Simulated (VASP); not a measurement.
A run of VASP 6.6.1:

Contents of POSCAR:

```
PbS
1.0
    0.0000000000      3.3009774936      3.3009774936
    3.3009774936      0.0000000000      3.3009774936
    3.3009774936      3.3009774936      0.0000000000
Pb S
1 1
Direct
    0.0000000000      0.0000000000      0.0000000000
    0.2500000000      0.2500000000      0.2500000000
```

Contents of INCAR.step1:

```
SYSTEM = PbS
PREC = Accurate
ENCUT = 520
ISMEAR = 0
SIGMA = 0.01
LREAL = .False.
LASPH = .True.
NELM = 60
NBANDS = 17
GGA = PE
ALGO = Normal
EDIFF = 1E-4
LWAVE = .True.
LCHARG = .False.
```

Contents of INCAR.step2:

```
SYSTEM = PbS
PREC = Accurate
ENCUT = 520
EDIFF = 1E-6
ISMEAR = 0
SIGMA = 0.01
LREAL = .False.
LASPH = .True.
NELM = 60
ALGO = Normal
ISIF = 2
LWAVE = .False.
LCHARG = .True.
METAGGA = R2SCAN
LMIXTAU = .True.
LELF = .True.
LVHAR = .True.
NBANDS = 17
ISTART = 1
```

The input KPOINTS:

```
Automatic mesh
0
Gamma
  6 6 6
  0 0 0
```

Potentials or basis: VASP PAW PBE potentials, release 64 (Pb_d, S).

The run is started by

```console
$ cat potpaw_PBE.64/Pb_d/POTCAR potpaw_PBE.64/S/POTCAR > POTCAR
$ cp INCAR.step1 INCAR
$ mpirun -np 1 vasp_std > vasp.out
$ cp INCAR.step2 INCAR
$ mpirun -np 1 vasp_std > vasp.out
```

Hardware: 1 thread of AMD EPYC 7R13, with other jobs on the host.

Q: Estimate the wall time of this run.

A: Run time: 2.5 min on 1 thread of AMD EPYC 7R13, on a shared host, peak memory 0.19 GiB. Counts: k points 16.
